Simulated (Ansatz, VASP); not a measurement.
In4Sb3As: VASP beside Ansatz

The input INCAR:

```
PREC = Accurate
ENCUT = 520
EDIFF = 1E-6
ISMEAR = -1
SIGMA = 0.02
LREAL = F
LASPH = T
NELM = 150
ALGO = Normal
ISIF = 2
LWAVE = F
LCHARG = T
MAGMOM = 0 0 0 0 0 0 0 0 0 0 0 0 0 0 0 0 0 0 0 0 0 0 0 0
LORBIT = 11
LSORBIT = T
GGA_COMPAT = F
LORBMOM = T
GGA = PE
LVHAR = T
NBANDS = 90
```

File KPOINTS:

```
regular mesh
0
Gamma
  4 4 4
```

The input POSCAR:

```
In4Sb3As
1.0
    6.4483856685      0.0000000000      0.0000000000
    0.0000000000      6.4483856685      0.0000000000
    0.0000000000      0.0000000000      6.4483856685
As In Sb
1 4 3
Direct
    0.0000000000      0.0000000000      0.0000000000
    0.7586205906      0.7586205906      0.7586205906
    0.2413794094      0.2413794094      0.7586205906
    0.2413794094      0.7586205906      0.2413794094
    0.7586205906      0.2413794094      0.2413794094
    0.5000000000      0.5000000000      0.0000000000
    0.5000000000      0.0000000000      0.5000000000
    0.0000000000      0.5000000000      0.5000000000
```

Input for Ansatz:

```yaml
crystal:
  lattice:
    - [6.4483856685, 0.0, 0.0]
    - [0.0, 6.4483856685, 0.0]
    - [0.0, 0.0, 6.4483856685]
  atoms:
    - { symbol: As, position: [0.0, 0.0, 0.0] }
    - { symbol: In, position: [0.7586205906, 0.7586205906, 0.7586205906] }
    - { symbol: Sb, position: [0.5, 0.5, 0.0] }
    - { symbol: In, position: [0.2413794094, 0.2413794094, 0.7586205906] }
    - { symbol: Sb, position: [0.5, 0.0, 0.5] }
    - { symbol: In, position: [0.2413794094, 0.7586205906, 0.2413794094] }
    - { symbol: Sb, position: [0.0, 0.5, 0.5] }
    - { symbol: In, position: [0.7586205906, 0.2413794094, 0.2413794094] }
kpoints:
  mp_grid: { grid: [4, 4, 4] }
  band_path:
    path: [[0.0, 0.0, 0.0], [0.0, 0.5, 0.0], [0.5, 0.5, 0.0], [0.5, 0.5, 0.5]]
    npoints: 1
hamiltonian:
  xc: pbe
scf:
  occupations: { method: fermi_dirac, width: 0.02 }
  n_extra_bands: 12
magnetization:
  noncollinear: true
  spin_orbit: true
output:
  forces: true
  stress: true
  eigenvalues: true
```

Alike in both runs: task single point; functional PBE; k mesh 4 × 4 × 4; occupations fermi-dirac, width 0.02 eV; non-collinear spin, spin-orbit coupling.

|  | VASP | Ansatz |
| --- | --- | --- |
| version | VASP 6.6.1 | Ansatz 0.2.0 |
| potentials or method | VASP PAW PBE potentials, release 64 (As, In_d, Sb) | plane waves, PAW |
| plane-wave cutoff (eV) | 520 | 420 |
| valence electrons in the cell | 72 | 112 |

Ansatz gave:

* pressure (GPa): 1.5
* rms of the force components (eV/Å): 0.004
* net moment per atom (μB): 0.00

Question: What did VASP give for the same quantities?

Answer: Pressure (GPa): 1.5; rms of the force components (eV/Å): 0.001; net moment per atom (μB): 0.00.

The functional is the same, so the differences come from potentials, cutoffs and numerics. VASP's potentials hold 72 valence electrons a cell and Ansatz's 112, so a difference there can come from the potentials and not from the codes.
